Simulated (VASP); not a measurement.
Crystal: HfC.

```
Hf C
1.0
     3.64321   -3.64321    0.00000
     3.64321    3.64321    0.00000
     0.00000    0.00000    5.15227
Hf C
2 2
Direct
  0.50000 0.50000 0.00000
  0.00000 0.00000 0.00000
  0.75000 0.25000 0.75000
  0.25000 0.75000 0.25000
```

This cell differs from its parent crystal: atoms taken out.

```yaml
Program: VASP 6.6.1
Task: relaxation of cell and atoms
Functional: PBE
Potentials_or_basis: VASP PAW PBE potentials, release 64 (Hf_pv, C)
Cutoff: 600 eV
k_mesh: 4 × 4 × 4
Occupations: gaussian, width 0.1 eV
Spin: no spin polarisation
```

At the start: pressure -11.9 GPa; volume 34.19 Å³/atom.

Q: Where does the relaxation end?

A: Over 38 steps the energy falls by 2127.0 meV/atom and the volume is 18.61 Å³/atom (-45.6 %); space group Cmme (No. 67, to 0.1 Å) before, P4/mmm (No. 123, to 0.1 Å).

Step by step:
```
step  energy change (eV)  largest force (eV/Å)  pressure (GPa)  volume (Å³)
   1              0.0000                1.8611          -11.92       136.77
   2              0.2801                5.8899           20.13        92.16
   3             -1.2998                0.8671           -2.98       112.40
   4             -1.3033                1.0109           -2.42       111.53
   5             -2.0235                1.3919           -2.19        99.24
   6             -2.0475                2.8396           16.55        65.24
   7             -2.6194                2.0380            0.88        84.96
   8             -2.6685                2.4839            6.32        73.87
   9             -2.7258                2.3347            4.01        77.58
  10             -3.1715                2.0113            0.49        74.62
  11             -3.9171                1.7385           -0.77        64.84
  12             -4.2824                1.7644           -0.10        63.15
  13             -4.5328                1.6155            3.04        60.50
  14             -4.9979                1.9414            3.58        60.76
  15             -6.0896                2.8885            7.05        61.25
  16             -6.6818                4.9593           25.62        60.84
  17             -7.0307                4.5479           21.30        62.45
  18             -7.7298                3.1277            9.99        67.28
  19             -7.5983                0.1569           -2.62        76.97
  20             -7.9156                1.6859            2.72        71.48
  21             -7.9207                1.8842            3.57        70.84
  22             -8.0878                1.6921            2.28        71.06
  23             -8.3693                1.1679           -1.25        71.61
  24             -8.3890                1.0164           -2.26        71.76
  25             -8.4233                0.8953           -0.69        71.18
  26             -8.4526                0.6242            2.57        70.12
  27             -8.4776                0.3471            1.44        70.65
  28             -8.4907                0.0151            0.05        71.38
  29             -8.4908                0.0314           -0.01        71.42
  30             -8.4929                0.0571            0.38        71.49
  31             -8.4944                0.1073            1.13        71.61
  32             -8.4956                0.1118            0.98        71.80
  33             -8.4988                0.1253            0.68        72.38
  34             -8.5021                0.1523            0.09        73.53
  35             -8.5053                0.1205            0.05        73.85
  36             -8.5065                0.0294           -0.06        74.76
  37             -8.5075                0.0663           -0.03        74.39
  38             -8.5078                0.0389            0.08        74.43
```

Final structure:
```
Hf C
1.0
     3.75688   -3.17250    0.00000
     3.75688    3.17250    0.00000
     0.00000    0.00000    3.12258
Hf C
2 2
Direct
  0.50000 0.50000 0.00000
  0.00000 0.00000 0.00000
  0.75000 0.25000 0.49922
  0.25000 0.75000 0.50078
```

Caveat: the cell differs from its parent crystal (atoms taken out); the volume moved by over 15 % at a fixed basis, so the end points are rough.
